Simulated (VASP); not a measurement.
# MnO (Pm-3m) in VASP: notebook

MnO is run at these levels: PBE; tasks: single point.

Program: VASP 6.6.1. These are calculated values, not measurements. Logs are shortened: lines on timing, memory, paths and dates and some standing lists are left out, and cuts for length are marked.

### 1 The cell of the first run

The structure is cubic, space group Pm-3m (No. 221). The conventional cell has a = 2.618 Å, b = 2.618 Å, c = 2.618 Å, α = 90.00°, β = 90.00°, γ = 90.00°. Within 3.0 Å of Mn (site symmetry m-3m) lie 8 O at 2.27 Å and 6 Mn at 2.62 Å. O (site symmetry m-3m) has 8 Mn at 2.27 Å and 6 O at 2.62 Å within 3.0 Å.

### 2 Single point, PBE, collinear spin, ferromagnetic start (8.97 Å³/atom)

Input file INCAR:

```
PREC = Accurate
ENCUT = 520
EDIFF = 1E-7
ISMEAR = -1
SIGMA = 0.05
LREAL = False
LASPH = True
NELM = 150
ALGO = Normal
ISIF = 2
LWAVE = False
LCHARG = False
ISPIN = 2
MAGMOM = 5 0
LORBIT = 11
LMAXMIX = 4
GGA = PE
NBANDS = 20
```

Input file KPOINTS:

```
regular mesh
0
Gamma
  10 10 10
```

Input file POSCAR:

```
MnO
1.0
    2.6178348084      0.0000000000      0.0000000000
    0.0000000000      2.6178348084      0.0000000000
    0.0000000000      0.0000000000      2.6178348084
Mn O
1 1
Direct
    0.0000000000      0.0000000000      0.0000000000
    0.5000000000      0.5000000000      0.5000000000
```

Potentials or basis: VASP PAW PBE potentials, release 64 (Mn_pv, O).

Run with:

```sh
$ cat potpaw_PBE.64/Mn_pv/POTCAR potpaw_PBE.64/O/POTCAR > POTCAR
$ mpirun -np 1 vasp_std > vasp.out
```

OUTCAR:

```text
PREC = Accurate
   ENCUT = 520
   EDIFF = 1E-7
   ISMEAR = -1
   LREAL = False
   LASPH = True
   NELM = 150
   ISIF = 2
   ISPIN = 2
   LORBIT = 11
   GGA = PE

 ion  position               nearest neighbor table
   1  0.000  0.000  0.000-   2 2.27   2 2.27   2 2.27   2 2.27   2 2.27   2 2.27   2 2.27   2 2.27

   2  0.500  0.500  0.500-   1 2.27   1 2.27   1 2.27   1 2.27   1 2.27   1 2.27   1 2.27   1 2.27

  LATTYP: Found a simple cubic cell.
 ALAT       =     2.6178348084

  Lattice vectors:

 A1 = (   2.6178348084,   0.0000000000,   0.0000000000)
 A2 = (   0.0000000000,   2.6178348084,   0.0000000000)
 A3 = (   0.0000000000,   0.0000000000,   2.6178348084)

Analysis of symmetry for initial positions (statically):
=====================================================================
 Subroutine PRICEL returns:
 Original cell was already a primitive cell.

 Routine SETGRP: Setting up the symmetry group for a
 simple cubic supercell.

 Subroutine GETGRP returns: Found 48 space group operations
 (whereof 48 operations were pure point group operations)
 out of a pool of 48 trial point group operations.

The static configuration has the point symmetry O_h .

Analysis of symmetry for dynamics (positions and initial velocities):
=====================================================================
 Subroutine PRICEL returns:
 Original cell was already a primitive cell.

 Routine SETGRP: Setting up the symmetry group for a
 simple cubic supercell.

 Subroutine GETGRP returns: Found 48 space group operations
 (whereof 48 operations were pure point group operations)
 out of a pool of 48 trial point group operations.

The dynamic configuration has the point symmetry O_h .

Analysis of structural, dynamic, and magnetic symmetry:
=====================================================================
 Subroutine PRICEL returns:
 Original cell was already a primitive cell.

 Routine SETGRP: Setting up the symmetry group for a
 simple cubic supercell.

 Subroutine GETGRP returns: Found 48 space group operations
 (whereof 48 operations were pure point group operations)
 out of a pool of 48 trial point group operations.

The overall configuration has the point symmetry O_h .

 Subroutine INISYM returns: Found 48 space group operations
 (whereof 48 operations are pure point group operations),
 and found     1 'primitive' translations

----------------------------------------------------------------------------------------

                                     Primitive cell

  volume of cell :      17.9402

  direct lattice vectors                    reciprocal lattice vectors
     2.617834808  0.000000000  0.000000000     0.381995073  0.000000000  0.000000000
     0.000000000  2.617834808  0.000000000     0.000000000  0.381995073  0.000000000
     0.000000000  0.000000000  2.617834808     0.000000000  0.000000000  0.381995073

  length of vectors
     2.617834808  2.617834808  2.617834808     0.381995073  0.381995073  0.381995073

  position of ions in fractional coordinates (direct lattice)
     0.000000000  0.000000000  0.000000000
     0.500000000  0.500000000  0.500000000

  ion indices of the primitive-cell ions
   primitive index   ion index
                 1           1
                 2           2

----------------------------------------------------------------------------------------

 KPOINTS: regular mesh

Automatic generation of k-mesh.
 Grid dimensions read from file:
 generate k-points for:   10   10   10

 Generating k-lattice:

  Cartesian coordinates                     Fractional coordinates (reciprocal lattice)
     0.038199507  0.000000000  0.000000000     0.100000000  0.000000000  0.000000000
     0.000000000  0.038199507  0.000000000     0.000000000  0.100000000  0.000000000
     0.000000000  0.000000000  0.038199507     0.000000000  0.000000000  0.100000000

  Length of vectors
     0.038199507  0.038199507  0.038199507

  Shift w.r.t. Gamma in fractional coordinates (k-lattice)
     0.000000000  0.000000000  0.000000000

 Subroutine IBZKPT returns following result:
 ===========================================

 Found     56 irreducible k-points:

 Following reciprocal coordinates:
            Coordinates               Weight
  0.000000  0.000000  0.000000      1.000000
  0.100000  0.000000  0.000000      6.000000
  0.200000  0.000000  0.000000      6.000000
  0.300000  0.000000  0.000000      6.000000
  0.400000  0.000000  0.000000      6.000000
  0.500000  0.000000  0.000000      3.000000
[... 16 lines left out ...]
  0.200000  0.100000  0.100000     24.000000
  0.300000  0.100000  0.100000     24.000000
 [... further k-points ...]
   k-points           NKPTS =     56   k-points in BZ     NKDIM =     56   number of bands    NBANDS=     20
   number of dos      NEDOS =    301   number of ions     NIONS =      2
   total plane-waves  NPLWV =   8000
   dimension x,y,z NGX =    20 NGY =   20 NGZ =   20
   dimension x,y,z NGXF=    40 NGYF=   40 NGZF=   40
   ions per type =               1   1
   NGX,Y,Z   is equivalent  to a cutoff of  12.70, 12.70, 12.70 a.u.
   NGXF,Y,Z  is equivalent  to a cutoff of  25.40, 25.40, 25.40 a.u.
 SYSTEM =  unknown system
   PREC   = accura    normal or accurate (medium, high low for compatibility)
   ISTART =      0    job   : 0-new  1-cont  2-samecut
   ICHARG =      2    charge: 1-file 2-atom 10-const
   ISPIN  =      2    spin polarized calculation?
   LNONCOLLINEAR =      F non collinear calculations
   LSORBIT =      F    spin-orbit coupling
   LASPH  =      T    aspherical Exc in radial PAW
   ENCUT  =  520.0 eV  38.22 Ry    6.18 a.u.   4.87  4.87  4.87*2*pi/ulx,y,z
   NELM   =    150;   NELMIN=  2; NELMDL= -5     # of ELM steps
   EDIFF  = 0.1E-06   stopping-criterion for ELM
   LREAL  =      F    real-space projection
   EDIFFG = 0.1E-05   stopping-criterion for IOM
   NSW    =      0    number of steps for IOM
   IBRION =     -1    ionic relax: 0-MD 1-quasi-New 2-CG
   NFREE  =      0    steps in history (QN), initial steepest desc. (CG)
   ISIF   =      2    stress and relaxation
   ISYM   =      2    0-nonsym 1-usesym 2-fastsym
   POTIM  = 0.5000    time-step for ionic-motion
   TEBEG  =    0.0;   TEEND  =   0.0 temperature during run
   PSTRESS=    0.0 pullay stress
   NELECT =      19.0000    total number of electrons
   NUPDOWN=      -1.0000    fix difference up-down
   EMIN   =  10.00;   EMAX   =-10.00  energy-range for DOS
   EFERMI =   0.00;   METHOD = LEGACY
   ISMEAR =    -1;   SIGMA  =   0.05  broadening in eV -4-tet -1-fermi 0-gaus
   EFERMI_NEDOS =   21; number of points for ismear=-14 and -15
   IALGO  =     38    algorithm
   IMIX   =      4    mixing-type and parameters
     AMIX     =   0.40;   BMIX     =  1.00
     AMIX_MAG =   1.60;   BMIX_MAG =  1.00
  volume/ion in A,a.u.               =       8.97        60.53
  Fermi-wavevector in a.u.,A,eV,Ry     =   1.668721  3.153426 37.887199  2.784631
  Thomas-Fermi vector in A             =   2.754519
   LORBIT       =     11    0 simple, 1 ext, 2 COOP (PROOUT), +10 PAW based schemes
   GGA     = PE    functional components
   LHFCALC =     F    Hartree Fock is set to
   AEXX    =    0.0000 exact exchange contribution
   IVDW    =     0    specifies the selected vdW correction
   LEPSILON=     F    determine dielectric tensor
   LRPA    =     F    only Hartree local field effects (RPA)
 spin polarized calculation
  energy-cutoff  :      520.00
  volume of cell :       17.94
 maximum number of plane-waves:       500
 NGX is ok and might be reduce to    20
   NGX =  9   NGY =  9   NGZ =  9

 number of electron      18.9999968 magnetization       3.6208866

 Free energy of the ion-electron system (eV)
  ---------------------------------------------------
  ext. energy  EPLUGINS =         0.00000000
  ---------------------------------------------------
  free energy    TOTEN  =       -15.22935864 eV

  energy without entropy =      -15.21319094  energy(sigma->0) =      -15.22127479

 E-fermi :   9.2593     XC(G=0): -13.2195

 val. band max:        9.2495567310   @ k =   0.3000   0.0000   0.0000
 cond. band min:       9.2607792878   @ k =   0.5000   0.4000   0.3000
 fundamental gap:      0.0112225568
 Fermi energy:         9.2593105323

 spin component 1

 k-point     1 :       0.0000    0.0000    0.0000
  band No.  band energies     occupation
      1     -40.2781      1.00000
      2     -40.2781      1.00000
      3     -40.2781      1.00000
      4     -11.6130      1.00000
      5       5.2516      1.00000
      6       5.2516      1.00000
[... 12 lines left out ...]
     19      38.8718      0.00000
     20      38.8718      0.00000

 k-point     2 :       0.1000    0.0000    0.0000
  band No.  band energies     occupation
      1     -40.3018      1.00000
      2     -40.2761      1.00000
      3     -40.2761      1.00000
      4     -11.5068      1.00000
      5       4.5028      1.00000
      6       5.2964      1.00000
[... 498 lines left out ...]
 k-point    24 :       0.3000    0.1000    0.1000
  band No.  band energies     occupation
      1     -40.4333      1.00000
      2     -40.2859      1.00000
      3     -40.2839      1.00000
      4     -10.6705      1.00000
      5       1.8297      1.00000
      6       4.4528      1.00000
[... 12 lines left out ...]
     19      34.8227      0.00000
     20      35.8448      0.00000

 [... further k-points ...]

 spin component 2

 k-point     1 :       0.0000    0.0000    0.0000
  band No.  band energies     occupation
      1     -36.5821      1.00000
      2     -36.5821      1.00000
      3     -36.5821      1.00000
      4     -11.4206      1.00000
      5       6.1194      1.00000
      6       6.1194      1.00000
[... 12 lines left out ...]
     19      39.7173      0.00000
     20      39.7173      0.00000

 k-point     2 :       0.1000    0.0000    0.0000
  band No.  band energies     occupation
      1     -36.6093      1.00000
      2     -36.5797      1.00000
      3     -36.5797      1.00000
      4     -11.3169      1.00000
      5       5.2158      1.00000
      6       6.0724      1.00000
[... 498 lines left out ...]
 k-point    24 :       0.3000    0.1000    0.1000
  band No.  band energies     occupation
      1     -36.7604      1.00000
      2     -36.5909      1.00000
      3     -36.5882      1.00000
      4     -10.5027      1.00000
      5       2.3985      1.00000
      6       5.3023      1.00000
[... 12 lines left out ...]
     19      36.0681      0.00000
     20      36.8605      0.00000

 [... further k-points ...]
[... 5 lines left out ...]
  --------------------------------------------------------------------------------------
  -------------------------------------------------------------------------------------
  Total        1.0010467      1.0010467      1.0010467      0.0000000      0.0000000     -0.0000000
  in kB       89.4001448     89.4001448     89.4001448      0.0000000      0.0000000     -0.0000000
  external PRESSURE =      89.4001448 kB  Pullay stress =       0.0000000 kB

 VOLUME and BASIS-vectors are now :
 -----------------------------------------------------------------------------
  energy-cutoff  :      520.00
  volume of cell :       17.94
      direct lattice vectors                 reciprocal lattice vectors
     2.617834808  0.000000000  0.000000000     0.381995073  0.000000000  0.000000000
     0.000000000  2.617834808  0.000000000     0.000000000  0.381995073  0.000000000
     0.000000000  0.000000000  2.617834808     0.000000000  0.000000000  0.381995073

 POSITION                                       TOTAL-FORCE (eV/Angst)
 -----------------------------------------------------------------------------------
      0.00000      0.00000      0.00000         0.000000      0.000000      0.000000
      1.30892      1.30892      1.30892         0.000000      0.000000      0.000000
 -----------------------------------------------------------------------------------
    total drift:                                0.000000      0.000000      0.000000

  FREE ENERGIE OF THE ION-ELECTRON SYSTEM (eV)
  ---------------------------------------------------
  free  energy   TOTEN  =       -15.2293586378 eV

  energy  without entropy=      -15.2131909435  energy(sigma->0) =      -15.22127479

 total charge

# of ion       s       p       d       tot
------------------------------------------
    1        0.225   6.211   5.115  11.551
    2        1.577   3.382   0.000   4.959
--------------------------------------------------
tot          1.802   9.593   5.115  16.510

 magnetization (x)

# of ion       s       p       d       tot
------------------------------------------
    1        0.022   0.036   3.376   3.433
    2        0.027   0.026   0.000   0.053
--------------------------------------------------
tot          0.048   0.062   3.376   3.486
```

Wall time 32 s (1 thread of Intel Xeon Platinum 8375C at 2.90GHz (Ice Lake), shared host); peak memory 0.15 GiB.

Results:

```yaml
Free_energy: -15.2294 eV
Pressure: 8.9 GPa
Net_moment: 3.62 μB per cell
Site_moments: Mn +3.43; O +0.05 μB
Valence_electrons_inside_the_program's_atomic_spheres: Mn 11.55; O 4.96
```

Levels at points of the mesh, in eV from the Fermi level:
Spin up:
| k point | band 9 | band 10 | band 11 | band 12 | band 13 | band 14 |
| --- | --- | --- | --- | --- | --- | --- |
| (0.00, 0.00, 0.00) | -3.31 | -1.09 | -1.09 | -1.09 | 0.95 | 15.64 |
| (0.50, 0.00, 0.00) | -0.98 | -0.45 | 0.45 | 0.45 | 6.13 | 8.68 |
| (0.50, 0.50, 0.00) | -2.17 | -1.95 | -1.95 | -0.14 | 6.98 | 11.20 |
| (0.50, 0.50, 0.50) | -0.08 | 0.81 | 0.81 | 0.81 | 6.88 | 6.88 |
Spin down:
| k point | band 5 | band 6 | band 7 | band 8 | band 9 | band 10 | band 11 | band 12 |
| --- | --- | --- | --- | --- | --- | --- | --- | --- |
| (0.00, 0.00, 0.00) | -3.14 | -3.14 | -3.14 | -1.44 | -1.44 | 2.08 | 2.60 | 2.60 |
| (0.50, 0.00, 0.00) | -8.52 | -3.63 | -3.63 | -0.76 | 2.36 | 2.75 | 3.19 | 3.19 |
| (0.50, 0.50, 0.00) | -6.43 | -6.43 | -2.33 | -0.88 | 0.99 | 1.53 | 1.53 | 3.16 |
| (0.50, 0.50, 0.50) | -6.95 | -6.95 | -6.95 | 3.23 | 3.23 | 3.57 | 3.57 | 3.57 |

Caveat: the cell stands under pressure; a cell with one magnetic atom can't hold antiferromagnetic order, which such compounds often take; semilocal functionals often make such compounds metallic where correlation or magnetic order opens a gap, which also shifts bond lengths. With open d or f shells a metallic result of PBE can be an artefact of self-interaction; +U or a hybrid may open a gap.

### 3 Single point, PBE, collinear spin, ferromagnetic start (9.16 Å³/atom)

This run uses another cell than the first one, of 9.16 Å³/atom.

Input file INCAR:

```
ALGO = Normal
EDIFF = 1E-7
ENCUT = 520
GGA = PE
ISIF = 2
ISMEAR = -1
ISPIN = 2
LASPH = T
LCHARG = F
LMAXMIX = 4
LORBIT = 11
LREAL = F
LWAVE = F
MAGMOM = 5 0
NBANDS = 20
NELM = 150
PREC = Accurate
SIGMA = 0.05
```

Input file KPOINTS:

```
k-points
0
Gamma
  10 10 10
```

Input file POSCAR:

```
MnO
1.0
    2.6362708722      0.0000000000      0.0000000000
    0.0000000000      2.6362708722      0.0000000000
    0.0000000000      0.0000000000      2.6362708722
Mn O
1 1
Direct
    0.0000000000      0.0000000000      0.0000000000
    0.5000000000      0.5000000000      0.5000000000
```

Potentials or basis: VASP PAW PBE potentials, release 64 (Mn_pv, O).

Run with:

```sh
$ cat potpaw_PBE.64/Mn_pv/POTCAR potpaw_PBE.64/O/POTCAR > POTCAR
$ mpirun -np 1 vasp_std > vasp.out
```

Wall time 30 s (1 thread of Intel Xeon Platinum 8375C at 2.90GHz (Ice Lake), shared host); peak memory 0.15 GiB.

It converged, with:

```
Free energy                                           : -15.2465 eV
Pressure                                              : 5.2 GPa
Net moment                                            : 3.68 μB per cell
Site moments                                          : Mn +3.48; O +0.05 μB
Valence electrons inside the program's atomic spheres : Mn 11.52; O 4.95
```

Levels at points of the mesh, in eV from the Fermi level:
Spin up:
```
           k point  band 8  band 9  band 10  band 11  band 12  band 13  band 14  band 15
(0.00, 0.00, 0.00)   -3.19   -3.19    -1.09    -1.09    -1.09     0.81    15.51    15.51
(0.50, 0.00, 0.00)   -3.44   -0.98    -0.47     0.43     0.43     5.99     8.47    14.97
(0.50, 0.50, 0.00)   -2.34   -2.16    -1.92    -1.92    -0.18     6.83    11.02    11.02
(0.50, 0.50, 0.50)   -0.12   -0.12     0.77     0.77     0.77     6.81     6.81     6.81
```
Spin down:
```
           k point  band 6  band 7  band 8  band 9  band 10  band 11
(0.00, 0.00, 0.00)   -3.03   -3.03   -1.29   -1.29     1.96     2.64
(0.50, 0.00, 0.00)   -3.49   -3.49   -0.63    2.40     2.78     3.20
(0.50, 0.50, 0.00)   -6.25   -2.24   -0.76    1.04     1.60     1.60
(0.50, 0.50, 0.50)   -6.73   -6.73    3.25    3.25     3.56     3.56
```

Caveat: the cell stands under pressure; a cell with one magnetic atom can't hold antiferromagnetic order, which such compounds often take; semilocal functionals often make such compounds metallic where correlation or magnetic order opens a gap, which also shifts bond lengths.

### 4 Single point, PBE, collinear spin, ferromagnetic start (9.35 Å³/atom)

This run uses another cell than the first one, of 9.35 Å³/atom.

Input file INCAR:

```
ALGO = Normal ; EDIFF = 1E-6
ENCUT = 520 ; GGA = PE
ISIF = 2 ; ISMEAR = -1
ISPIN = 2 ; LASPH = T
LCHARG = T ; LELF = T
LMAXMIX = 4 ; LORBIT = 11
LREAL = F ; LVHAR = T
LWAVE = F ; MAGMOM = 5 0
NBANDS = 20 ; NELM = 150
PREC = Accurate ; SIGMA = 0.05
```

KPOINTS is that of step 3.

Input file POSCAR:

```
MnO
1.0
    2.6544526252      0.0000000000      0.0000000000
    0.0000000000      2.6544526252      0.0000000000
    0.0000000000      0.0000000000      2.6544526252
Mn O
1 1
Direct
    0.0000000000      0.0000000000      0.0000000000
    0.5000000000      0.5000000000      0.5000000000
```

Run with:

```sh
$ cat potpaw_PBE.64/Mn_pv/POTCAR potpaw_PBE.64/O/POTCAR > POTCAR
$ mpirun -np 1 vasp_std > vasp.out
```

Wall time 30 s (1 thread of Intel Xeon Platinum 8375C at 2.90GHz (Ice Lake), shared host); peak memory 0.15 GiB.

The run converged. Its results:

* Free energy: -15.2586 eV
* Pressure: 5.9 GPa
* Net moment: 3.96 μB per cell
* Site moments: Mn +3.71; O +0.08 μB
* Valence electrons inside the program's atomic spheres: Mn 11.49; O 4.95

Levels at points of the mesh, in eV from the Fermi level:
Spin up:
| k point | band 8 | band 9 | band 10 | band 11 | band 12 | band 13 | band 14 | band 15 | band 16 | band 17 |
| --- | --- | --- | --- | --- | --- | --- | --- | --- | --- | --- |
| (0.00, 0.00, 0.00) | -3.08 | -3.08 | -1.21 | -1.21 | -1.21 | 0.59 | 15.30 | 15.30 | 19.72 | 19.72 |
| (0.50, 0.00, 0.00) | -3.53 | -1.11 | -0.62 | 0.35 | 0.35 | 5.77 | 8.21 | 14.90 | 17.26 | 17.26 |
| (0.50, 0.50, 0.00) | -2.25 | -2.24 | -2.00 | -2.00 | -0.38 | 6.56 | 10.76 | 10.76 | 16.29 | 24.04 |
| (0.50, 0.50, 0.50) | -0.32 | -0.32 | 0.67 | 0.67 | 0.67 | 6.63 | 6.63 | 6.63 | 16.00 | 21.02 |
Spin down:
```csv
k point,band 4,band 5,band 6,band 7,band 8,band 9,band 10,band 11,band 12,band 13
"(0.00, 0.00, 0.00)",-20.19,-2.86,-2.86,-2.86,-1.08,-1.08,1.87,2.69,2.69,2.69
"(0.50, 0.00, 0.00)",-19.02,-8.06,-3.31,-3.31,-0.44,2.50,2.84,3.24,3.24,6.84
"(0.50, 0.50, 0.00)",-18.49,-6.05,-6.05,-2.08,-0.60,1.11,1.68,1.68,3.28,8.80
"(0.50, 0.50, 0.50)",-17.62,-6.50,-6.50,-6.50,3.34,3.34,3.60,3.60,3.60,7.91
```

Caveat: the cell stands under pressure; a cell with one magnetic atom can't hold antiferromagnetic order, which such compounds often take; semilocal functionals often make such compounds metallic where correlation or magnetic order opens a gap, which also shifts bond lengths. With open d or f shells a metallic result of PBE can be an artefact of self-interaction; +U or a hybrid may open a gap.

[end of part 1 of 2]
